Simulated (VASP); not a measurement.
# SiC (lda) (Fm-3m) in VASP: further runs, part 2 of 3

VASP 6.6.1.

### Step 3. Single point, LDA

This run uses another cell than the first one, of 6.68 Å³/atom, 1.081 times its volume.

Contents of INCAR:

```
ALGO     = Normal         # electronic algorithm
EDIFF    = 1E-6           # SCF threshold, eV
ENCUT    = 600            # plane-wave cutoff, eV
GGA      = CA             # functional
GGA_COMPAT= F            
ISIF     = 2              # what is computed and relaxed
ISMEAR   = 0              # smearing method
LASPH    = T              # aspherical terms in the spheres
LCHARG   = T              # write CHGCAR
LELF     = T              # ELF
LREAL    = F              # projectors in reciprocal space
LVHAR    = T            
LWAVE    = F              # write WAVECAR
NBANDS   = 11             # bands
NELM     = 120            # most SCF steps
PREC     = Accurate       # precision mode
SIGMA    = 0.02           # smearing width, eV
```

Contents of KPOINTS:

```
k-points
0
Gamma
  16 16 16
```

Contents of POSCAR:

```
SiC
1.0
    0.0000000000      1.8833475917      1.8833475917
    1.8833475917      0.0000000000      1.8833475917
    1.8833475917      1.8833475917      0.0000000000
C Si
1 1
Direct
    0.0000000000      0.0000000000      0.0000000000
    0.5000000000      0.5000000000      0.5000000000
```

Potentials or basis: VASP PAW LDA potentials, release 64 (C, Si).

The run is started by

```sh
> cat potpaw_LDA.64/C/POTCAR potpaw_LDA.64/Si/POTCAR > POTCAR
> mpirun -np 1 vasp_std > vasp.out
```

OUTCAR:

```text
EDIFF = 1E-6
   ENCUT = 600
   GGA = CA
   ISIF = 2
   ISMEAR = 0
   LASPH = T
   LREAL = F
   NELM = 120
   PREC = Accurate

 ion  position               nearest neighbor table
   1  0.000  0.000  0.000-   2 1.88   2 1.88   2 1.88   2 1.88   2 1.88   2 1.88
   2  0.500  0.500  0.500-   1 1.88   1 1.88   1 1.88   1 1.88   1 1.88   1 1.88

  LATTYP: Found a face centered cubic cell.
 ALAT       =     3.7666951834

  Lattice vectors:

 A1 = (   0.0000000000,   1.8833475917,   1.8833475917)
 A2 = (   1.8833475917,   0.0000000000,   1.8833475917)
 A3 = (   1.8833475917,   1.8833475917,   0.0000000000)

Analysis of symmetry for initial positions (statically):
=====================================================================
 Subroutine PRICEL returns:
 Original cell was already a primitive cell.

 Routine SETGRP: Setting up the symmetry group for a
 face centered cubic supercell.

 Subroutine GETGRP returns: Found 48 space group operations
 (whereof 48 operations were pure point group operations)
 out of a pool of 48 trial point group operations.

The static configuration has the point symmetry O_h .

Analysis of symmetry for dynamics (positions and initial velocities):
[... 166 lines left out ...]

 k-point     1 :       0.0000    0.0000    0.0000
  band No.  band energies     occupation
      1      -4.9856      2.00000
      2      16.0562      2.00000
      3      16.0562      2.00000
      4      16.0562      2.00000
      5      25.0184      0.00000
      6      25.0184      0.00000
      7      25.0184      0.00000
      8      27.9308      0.00000
      9      31.0166      0.00000
     10      31.0166      0.00000
     11      31.5406      0.00000
[... 309 lines left out ...]
 k-point    24 :      -0.0625    0.0625    0.0000
  band No.  band energies     occupation
      1      -4.6942      2.00000
      2      14.8761      2.00000
      3      15.2578      2.00000
      4      16.0568      2.00000
      5      24.5554      0.00000
      6      25.3378      0.00000
      7      25.8805      0.00000
      8      27.6843      0.00000
      9      28.3526      0.00000
     10      29.2861      0.00000
     11      31.7735      0.00000

 [... further k-points ...]
[... 5 lines left out ...]
  --------------------------------------------------------------------------------------
  -------------------------------------------------------------------------------------
  Total        6.3186491      6.3186491      6.3186491      0.0000000      0.0000000     -0.0000000
  in kB      757.7280837    757.7280837    757.7280837      0.0000000      0.0000000     -0.0000000
  external PRESSURE =     757.7280837 kB  Pullay stress =       0.0000000 kB

 VOLUME and BASIS-vectors are now :
 -----------------------------------------------------------------------------
  energy-cutoff  :      600.00
  volume of cell :       13.36
      direct lattice vectors                 reciprocal lattice vectors
     0.000000000  1.883347592  1.883347592    -0.265484716  0.265484716  0.265484716
     1.883347592  0.000000000  1.883347592     0.265484716 -0.265484716  0.265484716
     1.883347592  1.883347592  0.000000000     0.265484716  0.265484716 -0.265484716

 POSITION                                       TOTAL-FORCE (eV/Angst)
 -----------------------------------------------------------------------------------
      0.00000      0.00000      0.00000         0.000000      0.000000      0.000000
      1.88335      1.88335      1.88335        -0.000000     -0.000000     -0.000000
 -----------------------------------------------------------------------------------
    total drift:                                0.000000     -0.000000     -0.000000

  FREE ENERGIE OF THE ION-ELECTRON SYSTEM (eV)
  ---------------------------------------------------
  free  energy   TOTEN  =       -14.7510461536 eV

  energy  without entropy=      -14.7510461536  energy(sigma->0) =      -14.75104615
```

OSZICAR:

```text
N       E                     dE             d eps       ncg     rms          rms(c)
DAV:   1     0.400997729245E+01    0.40100E+01   -0.47753E+03  3238   0.779E+02
DAV:   2    -0.161583558977E+02   -0.20168E+02   -0.19173E+02  4076   0.118E+02
DAV:   3    -0.167001853387E+02   -0.54183E+00   -0.54053E+00  3831   0.149E+01
DAV:   4    -0.167012782546E+02   -0.10929E-02   -0.10929E-02  3611   0.833E-01
DAV:   5    -0.167012802460E+02   -0.19915E-05   -0.19915E-05  3730   0.329E-02    0.113E+01
DAV:   6    -0.148591913971E+02    0.18421E+01   -0.50345E+00  3430   0.114E+01    0.544E+00
DAV:   7    -0.147588451150E+02    0.10035E+00   -0.60360E-01  3697   0.448E+00    0.182E+00
DAV:   8    -0.147519393236E+02    0.69058E-02   -0.85221E-03  3345   0.681E-01    0.462E-01
DAV:   9    -0.147510473385E+02    0.89199E-03   -0.63976E-04  3651   0.175E-01    0.161E-01
DAV:  10    -0.147510465489E+02    0.78958E-06   -0.13165E-05  3675   0.303E-02    0.365E-02
DAV:  11    -0.147510461536E+02    0.39532E-06   -0.15823E-06  2559   0.945E-03
   1 F= -.14751046E+02 E0= -.14751046E+02  d E =-.457554E-58
```

stdout:

```text
POSCAR found type information on POSCAR C Si
 POSCAR found :  2 types and       2 ions
 scaLAPACK will be used
 LDA part: xc-table for (Slater(with rela. corr.)+CA(PZ))
 , standard interpolation
 POSCAR, INCAR and KPOINTS ok, starting setup
 FFT: planning ... GRIDC
 FFT: planning ... GRID_SOFT
 FFT: planning ... GRID
 WAVECAR not read
 entering main loop
```

It took 13 s on 1 thread of Intel Xeon Platinum 8488C (Sapphire Rapids), shared host; peak memory 0.14 GiB.

What came out:

* Free energy: -14.7510 eV
* Pressure: 75.8 GPa
* Band gap on the k mesh: 0.66 eV, indirect (least direct gap 5.87 eV)

A k mesh can miss the band edges. Expect the measured gap to be larger: semilocal functionals such as LDA lack the derivative discontinuity.

### Step 4. Single point, LDA

This run uses another cell than the first one, of 6.68 Å³/atom, 1.081 times its volume.

Contents of INCAR:

```
SYSTEM = SiC
  PREC = Accurate
  ENCUT = 600
  EDIFF = 1E-6
  ISMEAR = 0
  SIGMA = 0.02
  LREAL = .FALSE.
  LASPH = .TRUE.
  NELM = 120
  ALGO = Normal
  ISIF = 2
  LWAVE = .FALSE.
  LCHARG = .TRUE.
  GGA = CA
  LELF = .TRUE.
  LVHAR = .TRUE.
  NBANDS = 11
  GGA_COMPAT = .FALSE.
```

Contents of KPOINTS:

```
Automatic mesh
0
G
  16 16 16
  0 0 0
```

POSCAR is that of step 3.

The run is started by

```sh
> cat potpaw_LDA.64/C/POTCAR potpaw_LDA.64/Si/POTCAR > POTCAR
> mpirun -np 1 vasp_std > vasp.out
```

Wall time 18 s (1 thread of Intel Xeon Platinum 8488C (Sapphire Rapids), shared host); peak memory 0.14 GiB.

The run converged. Its results:

| Item | Value |
| --- | --- |
| Free energy | -14.7510 eV |
| Pressure | 75.8 GPa |
| Band gap on the k mesh | 0.66 eV, indirect (least direct gap 5.87 eV) |

Levels at points of the mesh, in eV from the valence-band top:
| k point | band 1 | band 2 | band 3 | band 4 | band 5 | band 6 | band 7 | band 8 |
| --- | --- | --- | --- | --- | --- | --- | --- | --- |
| (0.00, 0.00, 0.00) | -21.04 | 0.00 | 0.00 | 0.00 | 8.96 | 8.96 | 8.96 | 11.87 |
| (0.50, 0.00, 0.00) | -14.92 | -13.38 | -1.68 | -1.68 | 6.26 | 6.26 | 7.44 | 11.99 |
| (0.50, 0.50, 0.00) | -12.50 | -11.89 | -5.21 | -5.21 | 0.66 | 1.44 | 17.96 | 18.02 |

A k mesh can miss the band edges.

### Step 5. Single point, LDA

This run uses another cell than the first one, of 7.33 Å³/atom, 1.187 times its volume.

Contents of INCAR:

```
PREC     = Accurate       # precision mode
ENCUT    = 600            # plane-wave cutoff, eV
EDIFF    = 1E-6           # SCF threshold, eV
ISMEAR   = 0              # smearing method
SIGMA    = 0.02           # smearing width, eV
LREAL    = F              # projectors in reciprocal space
LASPH    = T              # aspherical terms in the spheres
NELM     = 120            # most SCF steps
ALGO     = Normal         # electronic algorithm
ISIF     = 2              # what is computed and relaxed
LWAVE    = F              # write WAVECAR
LCHARG   = F              # write CHGCAR
GGA      = CA             # functional
NBANDS   = 11             # bands
GGA_COMPAT= F
```

Contents of KPOINTS:

```
Automatic mesh
0
Gamma
  16 16 16
```

Contents of POSCAR:

```
SiC
1.0
    0.0000000000      1.9428748213      1.9428748213
    1.9428748213      0.0000000000      1.9428748213
    1.9428748213      1.9428748213      0.0000000000
C Si
1 1
Direct
    0.0000000000      0.0000000000      0.0000000000
    0.5000000000      0.5000000000      0.5000000000
```

Potentials or basis: VASP PAW LDA potentials, release 64 (C, Si).

The run is started by

```sh
> cat potpaw_LDA.64/C/POTCAR potpaw_LDA.64/Si/POTCAR > POTCAR
> mpirun -np 1 vasp_std > vasp.out
```

OUTCAR:

```text
PREC = Accurate
   ENCUT = 600
   EDIFF = 1E-6
   ISMEAR = 0
   LREAL = F
   LASPH = T
   NELM = 120
   ISIF = 2
   GGA = CA

 ion  position               nearest neighbor table
   1  0.000  0.000  0.000-   2 1.94   2 1.94   2 1.94   2 1.94   2 1.94   2 1.94
   2  0.500  0.500  0.500-   1 1.94   1 1.94   1 1.94   1 1.94   1 1.94   1 1.94

  LATTYP: Found a face centered cubic cell.
 ALAT       =     3.8857496426

  Lattice vectors:

 A1 = (   0.0000000000,   1.9428748213,   1.9428748213)
 A2 = (   1.9428748213,   0.0000000000,   1.9428748213)
 A3 = (   1.9428748213,   1.9428748213,   0.0000000000)

Analysis of symmetry for initial positions (statically):
=====================================================================
 Subroutine PRICEL returns:
 Original cell was already a primitive cell.

 Routine SETGRP: Setting up the symmetry group for a
 face centered cubic supercell.

 Subroutine GETGRP returns: Found 48 space group operations
 (whereof 48 operations were pure point group operations)
 out of a pool of 48 trial point group operations.

The static configuration has the point symmetry O_h .

Analysis of symmetry for dynamics (positions and initial velocities):
[... 166 lines left out ...]

 k-point     1 :       0.0000    0.0000    0.0000
  band No.  band energies     occupation
      1      -5.4333      2.00000
      2      14.4090      1.99068
      3      14.4090      1.99068
      4      14.4090      1.99068
      5      23.3582      0.00000
      6      23.3582      0.00000
      7      23.3582      0.00000
      8      24.3247      0.00000
      9      28.5324      0.00000
     10      28.5324      0.00000
     11      28.5324      0.00000
[... 309 lines left out ...]
 k-point    24 :      -0.0625    0.0625    0.0000
  band No.  band energies     occupation
      1      -5.1588      2.00000
      2      13.2853      2.00000
      3      13.7013      2.00000
      4      14.4362      1.50233
      5      22.8816      0.00000
      6      23.6575      0.00000
      7      23.9058      0.00000
      8      24.9768      0.00000
      9      25.2822      0.00000
     10      26.8089      0.00000
     11      28.7987      0.00000

 [... further k-points ...]
[... 5 lines left out ...]
  --------------------------------------------------------------------------------------
  -------------------------------------------------------------------------------------
  Total        2.8072718      2.8072718      2.8072718     -0.0000000     -0.0000000     -0.0000000
  in kB      306.6412591    306.6412591    306.6412591     -0.0000000     -0.0000000     -0.0000000
  external PRESSURE =     306.6412591 kB  Pullay stress =       0.0000000 kB

 VOLUME and BASIS-vectors are now :
 -----------------------------------------------------------------------------
  energy-cutoff  :      600.00
  volume of cell :       14.67
      direct lattice vectors                 reciprocal lattice vectors
     0.000000000  1.942874821  1.942874821    -0.257350599  0.257350599  0.257350599
     1.942874821  0.000000000  1.942874821     0.257350599 -0.257350599  0.257350599
     1.942874821  1.942874821  0.000000000     0.257350599  0.257350599 -0.257350599

 POSITION                                       TOTAL-FORCE (eV/Angst)
 -----------------------------------------------------------------------------------
      0.00000      0.00000      0.00000        -0.000000      0.000000     -0.000000
      1.94287      1.94287      1.94287         0.000000     -0.000000      0.000000
 -----------------------------------------------------------------------------------
    total drift:                                0.000000     -0.000000     -0.000000

  FREE ENERGIE OF THE ION-ELECTRON SYSTEM (eV)
  ---------------------------------------------------
  free  energy   TOTEN  =       -15.1748626518 eV

  energy  without entropy=      -15.1748361030  energy(sigma->0) =      -15.17484938
```

OSZICAR:

```text
N       E                     dE             d eps       ncg     rms          rms(c)
DAV:   1     0.331232977716E+01    0.33123E+01   -0.47387E+03  3198   0.773E+02
DAV:   2    -0.163445679809E+02   -0.19657E+02   -0.18214E+02  4107   0.113E+02
DAV:   3    -0.169350415116E+02   -0.59047E+00   -0.58837E+00  3884   0.150E+01
DAV:   4    -0.169367616031E+02   -0.17201E-02   -0.17199E-02  3544   0.916E-01
DAV:   5    -0.169367658415E+02   -0.42385E-05   -0.42384E-05  3737   0.411E-02    0.993E+00
DAV:   6    -0.152467857166E+02    0.16900E+01   -0.51823E+00  3436   0.110E+01    0.456E+00
DAV:   7    -0.151818988428E+02    0.64887E-01   -0.49115E-01  3734   0.398E+00    0.163E+00
DAV:   8    -0.151756527484E+02    0.62461E-02   -0.78565E-03  3351   0.633E-01    0.403E-01
DAV:   9    -0.151748624675E+02    0.79028E-03   -0.85849E-04  3558   0.180E-01    0.142E-01
DAV:  10    -0.151748631828E+02   -0.71531E-06   -0.19529E-05  3596   0.363E-02    0.322E-02
DAV:  11    -0.151748626518E+02    0.53101E-06   -0.28250E-06  3424   0.105E-02
   1 F= -.15174863E+02 E0= -.15174849E+02  d E =-.265488E-04
```

It took 17 s on 1 thread of Intel Xeon Platinum 8488C (Sapphire Rapids), shared host; peak memory 0.14 GiB.

Results:

```yaml
Free_energy: -15.1749 eV
Pressure: 30.7 GPa
Band_gap_on_the_k_mesh: zero (band 4 reaches 14.44 eV, above the bottom of band 5 at 14.32 eV)
```

Levels at points of the mesh, in eV from the Fermi level:
```tsv
k point	band 1	band 2	band 3	band 4	band 5	band 6	band 7	band 8	band 9
(0.00, 0.00, 0.00)	-19.88	-0.04	-0.04	-0.04	8.91	8.91	8.91	9.88	14.09
(0.50, 0.00, 0.00)	-14.15	-12.58	-1.42	-1.42	5.72	5.72	6.76	10.85	16.00
(0.50, 0.50, 0.00)	-12.02	-10.99	-4.84	-4.84	-0.12	1.89	16.45	16.45	16.56
```

[end of part 2 of 3]
